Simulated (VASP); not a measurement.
Runs of VASP 6.6.1 on NaH. The structure is that of space group Immm (No. 71), or close to it. The cells are those of the table. 

| cell | gap on the mesh (eV) | pressure (GPa) |
| --- | --- | --- |
| a = 3.439, b = 3.439, c = 2.881 Å, angles 65.2, 65.2, 69.1°, 2 atoms | 3.10 | -0.3 |
| a = 3.395, b = 3.395, c = 3.136 Å, angles 62.5, 62.5, 64.9°, 2 atoms | 3.89 | -0.3 |
| a = 3.499, b = 3.499, c = 2.881 Å, angles 65.7, 65.7, 67.7°, 2 atoms | 3.02 | -0.9 |
| a = 3.424, b = 3.424, c = 3.136 Å, angles 62.8, 62.8, 64.3°, 2 atoms | 3.84 | -0.6 |
| a = 3.430, b = 3.430, c = 3.009 Å, angles 64.0, 64.0, 66.7°, 2 atoms | (b) | (c) |
| a = 3.454, b = 3.454, c = 3.136 Å, angles 63.0, 63.0, 63.7°, 2 atoms | (d) | -0.8 |
| a = 3.460, b = 3.460, c = 3.009 Å, angles 64.2, 64.2, 66.0°, 2 atoms | (a) | -0.7 |
| a = 3.468, b = 3.468, c = 2.881 Å, angles 65.5, 65.5, 68.4°, 2 atoms | 3.06 | -0.6 |
| a = 3.401, b = 3.401, c = 3.009 Å, angles 63.7, 63.7, 67.4°, 2 atoms | 3.56 | 0.0 |
| a = 3.391, b = 3.391, c = 3.263 Å, angles 61.2, 61.2, 62.5°, 2 atoms | 4.17 | -0.2 |
| a = 3.421, b = 3.421, c = 3.263 Å, angles 61.5, 61.5, 61.9°, 2 atoms | 4.12 | -0.6 |
| a = 3.362, b = 3.362, c = 3.263 Å, angles 61.0, 61.0, 63.1°, 2 atoms | 4.21 | 0.3 |

Alike in all rows: task single point; level r2SCAN; potentials or basis VASP PAW PBE potentials, release 64 (Na_pv, H); no spin polarisation; k mesh 8 × 8 × 8; cutoff (eV) 520; smearing fermi-dirac 0.2 eV.

Problem. Estimate the missing entries.

Solution. (a) 3.45; (b) 3.50; (c) -0.4; (d) 3.79.

Caveats: the PAW data sets were made with another functional, which shifts forces and pressure a little.

A k mesh can miss the band edges.
